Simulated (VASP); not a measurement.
Write the native input for VASP 6.6.1 that does the following.

| Quantity | Value |
| --- | --- |
| Task | single point |
| Functional | PBE |
| Potentials or basis | VASP PAW PBE potentials, release 64 (B) |
| Cutoff | 520 eV |
| k mesh | 36 × 36 × 14 |
| Occupations | gaussian, width 0.1 eV |
| Spin | no spin polarisation |
| Dipole correction | no |
| Further INCAR settings | ALGO = Normal; EDIFF = 1e-07; NBANDS = 8 |

The structure of B lies in POSCAR:

```
B
1.0
    1.7118464492      0.0000000000      0.0000000000
   -0.8559232246      1.4825025124      0.0000000000
    0.0000000000      0.0000000000      3.9953888159
B
1
Direct
    0.0000000000      0.0000000000      0.0000000000
```

This isn't the form of B at room conditions, which is rhombohedral.

These files were run (other wordings do the same):

INCAR

```
PREC = Accurate
ENCUT = 520
EDIFF = 1E-7
ISMEAR = 0
SIGMA = 0.1
LREAL = False
LASPH = True
NELM = 60
ALGO = Normal
ISIF = 2
LWAVE = False
LCHARG = True
GGA = PE
LELF = True
LVHAR = True
NBANDS = 8
```

KPOINTS

```
Automatic mesh
0
Gamma
  36 36 14
```

Potentials or basis: VASP PAW PBE potentials, release 64 (B).

Command:

```console
$ cat potpaw_PBE.64/B/POTCAR > POTCAR
$ mpirun -np 1 vasp_std > vasp.out
```

It gave:

```yaml
Pressure: 0.0 GPa
Band_gap_on_the_k_mesh: zero (an odd number of electrons rules out a gap without spin polarisation)
```

Caveat: an odd number of electrons without spin polarisation forces a metal; a magnetic or distorted state may lie lower.

Wall time 57 s on 1 thread of Intel(R) Xeon(R) Platinum 8488C (Sapphire Rapids), with other jobs on the host, peak memory 0.17 GiB.
